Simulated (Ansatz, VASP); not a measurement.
**AlGaN2 in VASP and in Ansatz**

```
Al Ga N
1.0
     3.39607    0.00000    0.00000
     0.00000    3.39607    0.00000
     0.00000    0.00000    3.98393
Al Ga N
1 1 2
Direct
  0.50000 0.50000 0.50000
  0.00000 0.00000 0.00000
  0.50000 0.00000 0.73652
  0.00000 0.50000 0.26348
```

Alike in both runs: functional LDA; k mesh 8 × 8 × 6; occupations gaussian, width 0.05 eV; no spin polarisation.

Ansatz relaxed the structure, and its values are those at the end. VASP's run is a single point on that final structure, the one shown.

|  | VASP | Ansatz |
| --- | --- | --- |
| version | VASP 6.6.1 | Ansatz 0.2.0 |
| potentials or method | VASP PAW LDA potentials, release 64 (Al, Ga_d, N), cutoff 520 eV | scalar-relativistic, plane waves, PAW |
| valence electrons in the cell | 26 | 26 |

Ansatz gave:

- gap on the k mesh at the Fermi level (eV): 2.17
- least direct gap on the mesh (eV): 2.17
- pressure (GPa): -15.9
- rms of the force components (eV/Å): 0.000

Task: Estimate VASP's values.

Result: gap on the k mesh at the Fermi level (eV): 2.18; least direct gap on the mesh (eV): 2.18; pressure (GPa): -15.3; rms of the force components (eV/Å): 0.009.

Ansatz warns that its potentials were made for another functional, while VASP's fit it. LDA's correlation is that of Perdew and Zunger in VASP and of Perdew and Wang (1992) in Ansatz. Ansatz's warnings: stress scf threshold loose.
